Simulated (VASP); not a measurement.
# TiSi6Mo (R3m) in VASP: further runs

The runs below take TiSi6Mo through single point, with PBE.

Program: VASP 6.6.1. These are calculated values, not measurements. Logs are shortened: lines on timing, memory, paths and dates and some standing lists are left out, and cuts for length are marked.

### 1 The cell of the first run

Symmetry: R3m, No. 160, trigonal system. The conventional cell has a = 7.419 Å, b = 7.419 Å, c = 7.493 Å, α = 90.00°, β = 90.00°, γ = 120.00°. Ti (site symmetry 3m) has 12 Si at 2.72 to 2.82 Å and 1 Mo at 2.91 Å within 3.6 Å. Si (site symmetry 1) has 5 Si at 2.43 to 2.53 Å and 2 Mo at 2.67 to 2.87 Å and 2 Ti at 2.72 to 2.82 Å within 3.2 Å. Within 3.5 Å of Mo (site symmetry 3m) lie 12 Si at 2.67 to 2.87 Å and 1 Ti at 2.91 Å.

The cell was built from a structure type or drawn by symmetry, and may not be a known phase.

### 2 Single point, PBE

File INCAR:

```
PREC     = Accurate       # precision mode
ENCUT    = 520            # plane-wave cutoff, eV
EDIFF    = 1E-7           # SCF threshold, eV
ISMEAR   = 0              # smearing method
SIGMA    = 0.2            # smearing width, eV
LREAL    = False          # projectors in reciprocal space
LASPH    = True           # aspherical terms in the spheres
NELM     = 100            # most SCF steps
ALGO     = Normal         # electronic algorithm
ISIF     = 2              # what is computed and relaxed
LWAVE    = False          # write WAVECAR
LCHARG   = False          # write CHGCAR
GGA      = PE             # functional
NBANDS   = 35             # bands
```

File KPOINTS:

```
regular mesh
0
Gamma
  3 3 3
```

File POSCAR:

```
TiSi6Mo
1.0
    3.7094920272      2.1416762215      2.4975719910
   -3.7094920272      2.1416762215      2.4975719910
    0.0000000000     -4.2833524399      2.4975719937
Ti Si Mo
1 6 1
Direct
    0.7125965349      0.7125965349      0.7125965349
    0.9020417815      0.2291517242      0.5697483443
    0.5697483443      0.9020417815      0.2291517242
    0.2291517242      0.5697483443      0.9020417815
    0.5697483443      0.2291517242      0.9020417815
    0.2291517242      0.9020417815      0.5697483443
    0.9020417815      0.5697483443      0.2291517242
    0.1014258853      0.1014258853      0.1014258853
```

Potentials or basis: VASP PAW PBE potentials, release 64 (Ti_sv, Si, Mo_sv).

The run is started by

```
$ cat potpaw_PBE.64/Ti_sv/POTCAR potpaw_PBE.64/Si/POTCAR potpaw_PBE.64/Mo_sv/POTCAR > POTCAR
$ mpirun -np 1 vasp_std > vasp.out
```

OUTCAR:

```text
PREC = Accurate
   ENCUT = 520
   EDIFF = 1E-7
   ISMEAR = 0
   LREAL = False
   LASPH = True
   NELM = 100
   ISIF = 2
   GGA = PE

 ion  position               nearest neighbor table
   1  0.713  0.713  0.713-   4 2.72   5 2.72   2 2.72   6 2.72   3 2.72   7 2.72   6 2.82   2 2.82
                             4 2.82   5 2.82   3 2.82   7 2.82   8 2.91
   2  0.902  0.229  0.570-   6 2.43   5 2.47   4 2.50   3 2.50   7 2.53   8 2.67   1 2.72   1 2.82
                             8 2.87
   3  0.570  0.902  0.229-   5 2.43   7 2.47   4 2.50   2 2.50   6 2.53   8 2.67   1 2.72   1 2.82
                             8 2.87
   4  0.229  0.570  0.902-   7 2.43   6 2.47   3 2.50   2 2.50   5 2.53   8 2.67   1 2.72   1 2.82
                             8 2.87
   5  0.570  0.229  0.902-   3 2.43   2 2.47   7 2.50   6 2.50   4 2.53   8 2.67   1 2.72   1 2.82
                             8 2.87
   6  0.229  0.902  0.570-   2 2.43   4 2.47   5 2.50   7 2.50   3 2.53   8 2.67   1 2.72   1 2.82
                             8 2.87
   7  0.902  0.570  0.229-   4 2.43   3 2.47   5 2.50   6 2.50   2 2.53   8 2.67   1 2.72   1 2.82
                             8 2.87
   8  0.101  0.101  0.101-   4 2.67   5 2.67   3 2.67   7 2.67   6 2.67   2 2.67   7 2.87   3 2.87
                             4 2.87   5 2.87   2 2.87   6 2.87   1 2.91

  LATTYP: Found a trigonal (rhomboedric) cell.
 ALAT       =     4.9583237074
 COS(alpha) =    -0.1194098563

  Lattice vectors:

 A1 = (   3.7094920272,   2.1416762215,   2.4975719910)
 A2 = (  -3.7094920272,   2.1416762215,   2.4975719910)
 A3 = (   0.0000000000,  -4.2833524399,   2.4975719937)

Analysis of symmetry for initial positions (statically):
=====================================================================
 Subroutine PRICEL returns:
 Original cell was already a primitive cell.

 Routine SETGRP: Setting up the symmetry group for a
 trigonal (rhombohedral) supercell.

 Subroutine GETGRP returns: Found  6 space group operations
 (whereof  6 operations were pure point group operations)
 out of a pool of 12 trial point group operations.

The static configuration has the point symmetry C_3v.

Analysis of symmetry for dynamics (positions and initial velocities):
=====================================================================
 Subroutine PRICEL returns:
 Original cell was already a primitive cell.
[... 104 lines left out ...]
   NSW    =      0    number of steps for IOM
   IBRION =     -1    ionic relax: 0-MD 1-quasi-New 2-CG
   NFREE  =      0    steps in history (QN), initial steepest desc. (CG)
   ISIF   =      2    stress and relaxation
   ISYM   =      2    0-nonsym 1-usesym 2-fastsym
   POTIM  = 0.5000    time-step for ionic-motion
   TEBEG  =    0.0;   TEEND  =   0.0 temperature during run
   PSTRESS=    0.0 pullay stress
   NELECT =      50.0000    total number of electrons
   NUPDOWN=      -1.0000    fix difference up-down
   EMIN   =  10.00;   EMAX   =-10.00  energy-range for DOS
   EFERMI =   0.00;   METHOD = LEGACY
   ISMEAR =     0;   SIGMA  =   0.20  broadening in eV -4-tet -1-fermi 0-gaus
   EFERMI_NEDOS =   21; number of points for ismear=-14 and -15
   IALGO  =     38    algorithm
   IMIX   =      4    mixing-type and parameters
     AMIX     =   0.40;   BMIX     =  1.00
     AMIX_MAG =   1.60;   BMIX_MAG =  1.00
  volume/ion in A,a.u.               =      14.88       100.43
  Fermi-wavevector in a.u.,A,eV,Ry     =   1.225986  2.316778 20.450137  1.503043
  Thomas-Fermi vector in A             =   2.361004
   LORBIT       =      0    0 simple, 1 ext, 2 COOP (PROOUT), +10 PAW based schemes
   GGA     = PE    functional components
   LHFCALC =     F    Hartree Fock is set to
   AEXX    =    0.0000 exact exchange contribution
   IVDW    =     0    specifies the selected vdW correction
   LEPSILON=     F    determine dielectric tensor
   LRPA    =     F    only Hartree local field effects (RPA)
 non-spin polarized calculation
 Gauss-broadening in eV      SIGMA  =   0.20
  energy-cutoff  :      520.00
  volume of cell :      119.05
 maximum number of plane-waves:      3212
 NGX is ok and might be reduce to    40
   NGX = 19   NGY = 19   NGZ = 19

 number of electron      50.0000003 magnetization

 Free energy of the ion-electron system (eV)
  ---------------------------------------------------
  ext. energy  EPLUGINS =         0.00000000
  ---------------------------------------------------
  free energy    TOTEN  =       -51.47291795 eV

  energy without entropy =      -51.38235712  energy(sigma->0) =      -51.42763753

 E-fermi :  10.0973     XC(G=0): -11.4285

 val. band max:       10.0631736618   @ k =  -0.3333   0.3333   0.0000
 cond. band min:      10.2314522424   @ k =  -0.3333   0.3333   0.3333
 fundamental gap:      0.1682785806
 Fermi energy:        10.0973171152

 k-point     1 :       0.0000    0.0000    0.0000
  band No.  band energies     occupation
      1     -50.7630      2.00000
      2     -46.7459      2.00000
      3     -24.9422      2.00000
      4     -24.9422      2.00000
      5     -24.8327      2.00000
      6     -23.0572      2.00000
[... 217 lines left out ...]
     34      13.5584      0.00000
     35      13.9966      0.00000

------------------------ aborting loop because EDIFF is reached ----------------------------------------

  FORCE on cell =-STRESS in cart. coord.  units (eV):
  Direction    XX          YY          ZZ          XY          YZ          ZX
  --------------------------------------------------------------------------------------
  -------------------------------------------------------------------------------------
  Total        0.2900336      0.2900336     -0.0338471      0.0000000     -0.0000000      0.0000000
  in kB        3.9032051      3.9032051     -0.4555066      0.0000000     -0.0000000      0.0000000
  external PRESSURE =       2.4503012 kB  Pullay stress =       0.0000000 kB

 VOLUME and BASIS-vectors are now :
 -----------------------------------------------------------------------------
  energy-cutoff  :      520.00
  volume of cell :      119.05
      direct lattice vectors                 reciprocal lattice vectors
     3.709492027  2.141676222  2.497571991     0.134789345  0.077820665  0.133462953
    -3.709492027  2.141676222  2.497571991    -0.134789345  0.077820665  0.133462953
     0.000000000 -4.283352440  2.497571994     0.000000000 -0.155641329  0.133462953

 POSITION                                       TOTAL-FORCE (eV/Angst)
 -----------------------------------------------------------------------------------
      0.00000      0.00000      5.33928        -0.000000     -0.000000     -0.003760
      2.49608     -0.01778      4.24822         0.002296     -0.002559      0.001326
     -1.23264      2.17056      4.24822         0.001068      0.003268      0.001326
     -1.26344     -2.15278      4.24822        -0.003364     -0.000709      0.001326
      1.26344     -2.15278      4.24822         0.003364     -0.000709      0.001326
     -2.49608     -0.01778      4.24822        -0.002296     -0.002559      0.001326
      1.23264      2.17056      4.24822        -0.001068      0.003268      0.001326
      0.00000      0.00000      0.75996        -0.000000     -0.000000     -0.004194
 -----------------------------------------------------------------------------------
    total drift:                               -0.000000     -0.000000      0.000112

  FREE ENERGIE OF THE ION-ELECTRON SYSTEM (eV)
  ---------------------------------------------------
  free  energy   TOTEN  =       -51.4729179463 eV

  energy  without entropy=      -51.3823571178  energy(sigma->0) =      -51.42763753
```

OSZICAR:

```text
N       E                     dE             d eps       ncg     rms          rms(c)
DAV:   1     0.395252341111E+03    0.39525E+03   -0.23610E+04   420   0.139E+03
DAV:   2    -0.157945515029E+02   -0.41105E+03   -0.39456E+03   423   0.372E+02
DAV:   3    -0.524516159803E+02   -0.36657E+02   -0.34925E+02   677   0.935E+01
DAV:   4    -0.549000486783E+02   -0.24484E+01   -0.24016E+01   616   0.193E+01
DAV:   5    -0.549999523240E+02   -0.99904E-01   -0.99832E-01   592   0.328E+00    0.213E+01
DAV:   6    -0.533500689029E+02    0.16499E+01   -0.31917E+01   594   0.325E+01    0.130E+01
DAV:   7    -0.525592562745E+02    0.79081E+00   -0.26909E+01   586   0.325E+01    0.853E+00
DAV:   8    -0.516959860179E+02    0.86327E+00   -0.27290E+00   546   0.908E+00    0.550E+00
DAV:   9    -0.514852215989E+02    0.21076E+00   -0.92777E-01   584   0.595E+00    0.146E+00
DAV:  10    -0.514725929267E+02    0.12629E-01   -0.11014E-01   594   0.188E+00    0.560E-01
DAV:  11    -0.514728827537E+02   -0.28983E-03   -0.51513E-03   528   0.428E-01    0.193E-01
DAV:  12    -0.514729136876E+02   -0.30934E-04   -0.82716E-04   562   0.173E-01    0.530E-02
DAV:  13    -0.514729251674E+02   -0.11480E-04   -0.18272E-04   600   0.885E-02    0.272E-02
DAV:  14    -0.514729183478E+02    0.68197E-05   -0.42339E-05   549   0.417E-02    0.627E-03
DAV:  15    -0.514729180174E+02    0.33038E-06   -0.29110E-06   608   0.115E-02    0.169E-03
DAV:  16    -0.514729179463E+02    0.71075E-07   -0.14500E-07   373   0.239E-03
   1 F= -.51472918E+02 E0= -.51427638E+02  d E =-.905608E-01
```

Run time: 16 s. Hardware: 1 thread of Intel Xeon 6975P-C (Granite Rapids), shared host; peak memory 0.24 GiB.

Results:

- Free energy: -51.4729 eV
- Pressure: 0.2 GPa
- Largest force: 0.004 eV/Å
- Band gap on the k mesh: zero (bands 25 and 26 overlap by 0.87 eV)

Forces on the atoms (eV/Å):
```
Ti   0.000  0.000 -0.004
Si   0.002 -0.003  0.001
Si   0.001  0.003  0.001
Si  -0.003 -0.001  0.001
Si   0.003 -0.001  0.001
Si  -0.002 -0.003  0.001
Si  -0.001  0.003  0.001
Mo   0.000  0.000 -0.004
```

Stress tensor (GPa, compression positive):
```
 0.39  0.00  0.00
 0.00  0.39  0.00
 0.00  0.00 -0.05
```

Levels at points of the mesh, in eV from the Fermi level:
| k point | band 23 | band 24 | band 25 | band 26 | band 27 | band 28 |
| --- | --- | --- | --- | --- | --- | --- |
| (0.00, 0.00, 0.00) | -1.60 | -0.51 | -0.51 | 0.63 | 0.63 | 0.93 |

Caveat: the k points lie up to 0.43 Å⁻¹ apart, too coarse for converged energies and pressures of a metal.

(Continued in part 2 of 2.)
